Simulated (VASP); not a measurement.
A run of VASP 6.6.1 is set up as follows.

The input INCAR:

```
  PREC = Accurate
  ENCUT = 500
  EDIFF = 1E-6
  ISMEAR = 0
  SIGMA = 0.1
  LREAL = False
  LASPH = True
  NELM = 120
  ALGO = Normal
  ISIF = 2
  LWAVE = False
  LCHARG = False
  GGA = CA
  NBANDS = 12
  GGA_COMPAT = False
```

The input KPOINTS:

```
Automatic mesh
0
Gamma
  8 8 8
```

Contents of POSCAR:

```
In
1.0
   -1.6261500000      1.6261500000      2.4739500000
    1.6261500000     -1.6261500000      2.4739500000
    1.6261500000      1.6261500000     -2.4739500000
In
1
Direct
    0.0000000000      0.0000000000      0.0000000000
```

Potentials or basis: VASP PAW LDA potentials, release 64 (In_d).

Launch:

```bash
$ cat potpaw_LDA.64/In_d/POTCAR > POTCAR
$ mpirun -np 1 vasp_std > vasp.out
```

Task: What does it give for the pressure?

Result: -2.7 GPa.

Stress tensor (GPa, compression positive):
```
-4.05  0.00  0.00
 0.00 -4.05  0.00
 0.00  0.00 -0.04
```
